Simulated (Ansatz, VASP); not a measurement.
## Two plane-wave programs on C

```
C
1.0
     0.00000    1.77844    1.77844
     1.77844    0.00000    1.77844
     1.77844    1.77844    0.00000
C
2
Direct
  0.00000 0.00000 0.00000
  0.25000 0.25000 0.25000
```

Alike in both runs: task single point; functional PBE; dispersion D3(BJ); k mesh 12 × 12 × 12; occupations gaussian, width 0.02 eV; no spin polarisation.

|  | VASP | Ansatz |
| --- | --- | --- |
| version | VASP 6.6.1 | Ansatz 0.2.0 |
| potentials or method | VASP PAW PBE potentials, release 64 (C), cutoff 600 eV | scalar-relativistic, plane waves, PAW |
| valence electrons in the cell | 8 | 8 |

Ansatz gave:

* gap on the k mesh at the Fermi level (eV): 4.18
* least direct gap on the mesh (eV): 5.62
* pressure (GPa): 0.0

Q: Estimate VASP's values.

A: gap on the k mesh at the Fermi level (eV): 4.17; least direct gap on the mesh (eV): 5.61; pressure (GPa): 0.0.
